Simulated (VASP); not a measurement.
Ga3AsP2: single point with PBE

Crystal: Ga3AsP2.

```xyz
6
Lattice="-1.9520 5.8562 2.7608 1.9520 -5.8562 2.7608 1.9520 5.8562 -2.7608" Properties=species:S:1:pos:R:3 pbc="T T T"
P     0.0000    3.8954    0.0018
P     0.0000    7.8170    0.0018
Ga    1.9520    3.8532    1.3494
Ga    0.0000    2.0031    4.1102
Ga    1.9520    0.0000    1.4430
As    0.0000    0.0000   -0.0043
```

* Program: VASP 6.6.1
* Task: single point
* Functional: PBE
* Potentials or basis: VASP PAW PBE potentials, release 64 (P, Ga_d, As)
* Cutoff: 520 eV
* k mesh: 8 × 8 × 8
* Occupations: fermi-dirac, width 0.02 eV
* Spin: no spin polarisation

| Item | Value |
| --- | --- |
| Pressure | 2.6 GPa |
| Largest force | 0.073 eV/Å |
| Band gap on the k mesh | 1.31 eV |

Forces on the atoms (eV/Å):
```
P    0.000 -0.001  0.005
P    0.000  0.001  0.005
Ga   0.000 -0.046 -0.034
Ga   0.000  0.046 -0.034
Ga   0.000  0.000  0.073
As   0.000  0.000 -0.014
```

Levels at points of the mesh, in eV from the valence-band top:
```tsv
k point	band 24	band 25	band 26	band 27	band 28	band 29	band 30	band 31
(0.00, 0.00, 0.00)	-1.84	-0.06	-0.05	0.00	1.31	2.18	2.55	3.78
(0.50, 0.00, 0.00)	-1.77	-1.61	-1.16	-0.98	1.38	2.53	2.76	3.96
(0.00, 0.50, 0.00)	-2.58	-2.44	-1.17	-1.16	1.38	3.74	3.79	4.35
(0.50, 0.50, 0.00)	-2.72	-2.70	-2.18	-1.96	1.53	1.72	3.51	3.52
(0.50, 0.50, 0.50)	-2.15	-2.09	-0.77	-0.31	1.53	1.69	2.86	3.08
```

Wall time 20 min on 1 thread of Oxide Virtual Turin-like Processor, on a shared host, peak memory 0.57 GiB.

A k mesh can miss the band edges.
